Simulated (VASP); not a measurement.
KZrN:

```
CELL_PARAMETERS angstrom
4.29258 0.00000 0.00000
0.00000 4.29258 0.00000
0.00000 0.00000 6.99455
ATOMIC_POSITIONS crystal
K 0.00000 0.50000 0.19000
K 0.50000 0.00000 0.81000
Zr 0.00000 0.00000 0.00000
Zr 0.50000 0.50000 0.00000
N 0.00000 0.50000 0.68000
N 0.50000 0.00000 0.32000
```

The cell was built from a structure type or drawn by symmetry, and may not be a known phase.

- Program: VASP 6.6.1
- Task: relaxation of cell and atoms
- Functional: PBE
- Potentials or basis: VASP PAW PBE potentials, release 64 (K_sv, Zr_sv, N)
- Cutoff: 600 eV
- k mesh: 4 × 4 × 4
- Occupations: gaussian, width 0.1 eV
- Spin: no spin polarisation

At the start: pressure 3.9 GPa; volume 21.48 Å³/atom.

Problem. Where does the relaxation end?

Solution. Over 75 steps the energy falls by 3338.9 meV/atom and the volume is 29.80 Å³/atom (+38.7 %); space group P4/nmm (No. 129, to 0.1 Å) before and after.

Step by step:
```csv
step,energy change (eV),largest force (eV/Å),pressure (GPa),volume (Å³)
1,0.0000,5.7527,3.87,128.88
3,-7.7431,3.3365,-9.91,146.39
5,-8.7387,3.0127,-11.45,153.73
7,-15.3945,0.9148,22.33,92.87
9,-17.6143,0.8889,22.03,102.74
11,-19.0602,0.2413,-0.91,131.87
13,-19.0638,0.2534,-0.34,130.57
15,-19.0820,0.3466,0.68,130.64
17,-19.1022,0.2298,-0.22,132.25
19,-19.1080,0.1392,-0.97,133.65
21,-19.1319,0.1556,-0.04,131.33
23,-19.1421,0.1892,-0.28,130.63
25,-19.1514,0.1992,0.26,128.92
27,-19.1597,0.1521,0.30,128.78
29,-19.1708,0.0298,0.12,129.64
31,-19.1772,0.1009,0.22,130.71
33,-19.1816,0.1382,-0.08,132.67
35,-19.1860,0.1167,-0.02,133.43
37,-19.1991,0.2944,-1.19,138.23
39,-19.2018,0.3244,-1.14,138.54
41,-19.2165,0.4654,-0.91,139.90
43,-19.2445,1.2367,-0.05,145.06
45,-19.2619,1.0077,-0.24,143.86
47,-19.2765,1.4304,0.86,146.92
49,-19.3041,1.2988,0.75,146.61
51,-19.4438,1.3582,2.75,150.76
53,-19.4302,1.4674,3.84,152.48
55,-19.7213,1.0857,1.34,169.31
57,-19.8740,0.9795,-0.88,173.03
59,-19.9460,0.6904,-0.91,172.85
61,-19.9929,0.1620,0.74,169.81
63,-20.0049,0.1727,-0.19,172.86
65,-20.0106,0.1830,0.33,173.11
67,-20.0172,0.1586,-0.30,176.23
69,-20.0238,0.1972,0.25,176.44
71,-20.0291,0.0933,-0.28,178.43
73,-20.0315,0.0846,0.04,178.20
75,-20.0332,0.0136,-0.18,178.81
```

Final structure:
```xyz
6
Lattice="4.2972 0.0000 0.0000 0.0000 4.2972 0.0000 0.0000 0.0000 9.6834" Properties=species:S:1:pos:R:3 pbc="T T T"
K     4.2972    2.1486    6.4319
K     2.1486    0.0000    3.2515
Zr    0.0000    0.0000    0.0000
Zr    2.1486    2.1486    0.0000
N     4.2972    2.1486    9.2397
N     2.1486    0.0000    0.4437
```

Caveat: the k points lie up to 0.37 Å⁻¹ apart in the final cell, too coarse for converged energies and pressures of a metal; the volume moved by over 15 % at a fixed basis, so the end points are rough.
